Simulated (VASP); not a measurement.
Input of a VASP 6.6.1 run:

POSCAR

```
AgCl
1.0
    0.0000000000      2.7731838126      2.7731838126
    2.7731838126      0.0000000000      2.7731838126
    2.7731838126      2.7731838126      0.0000000000
Ag Cl
1 1
Direct
    0.0000000000      0.0000000000      0.0000000000
    0.5000000000      0.5000000000      0.5000000000
```

Contents of INCAR.step1:

```
ALGO = Normal ; EDIFF = 1E-4
ENCUT = 520 ; GGA = PE
ISMEAR = 0 ; LASPH = True
LCHARG = False ; LREAL = False
LWAVE = True ; NBANDS = 16
NELM = 60 ; PREC = Accurate
SIGMA = 0.01
```

INCAR.step2

```
ALGO = Normal ; EDIFF = 1E-7
ENCUT = 520 ; ISIF = 2
ISMEAR = 0 ; ISTART = 1
LASPH = True ; LCHARG = False
LMIXTAU = True ; LREAL = False
LWAVE = False ; METAGGA = R2SCAN
NBANDS = 16 ; NELM = 60
PREC = Accurate ; SIGMA = 0.01
```

KPOINTS

```
k-points
0
Gamma
  6 6 6
```

Potentials or basis: VASP PAW PBE potentials, release 64 (Ag, Cl).

The run is started by

```console
$ cat potpaw_PBE.64/Ag/POTCAR potpaw_PBE.64/Cl/POTCAR > POTCAR
$ cp INCAR.step1 INCAR
$ mpirun -np 1 vasp_std > vasp.out
$ cp INCAR.step2 INCAR
$ mpirun -np 1 vasp_std > vasp.out
```

Task: Estimate the pressure.

Result: -0.1 GPa.

Task: Estimate the band gap on the k mesh.

Result: 1.42 eV, indirect (least direct gap 3.80 eV).

Caveat: the PAW data sets were made with another functional, which shifts forces and pressure a little. r2SCAN opens gaps a little over a GGA but as a rule still falls short of measured ones.
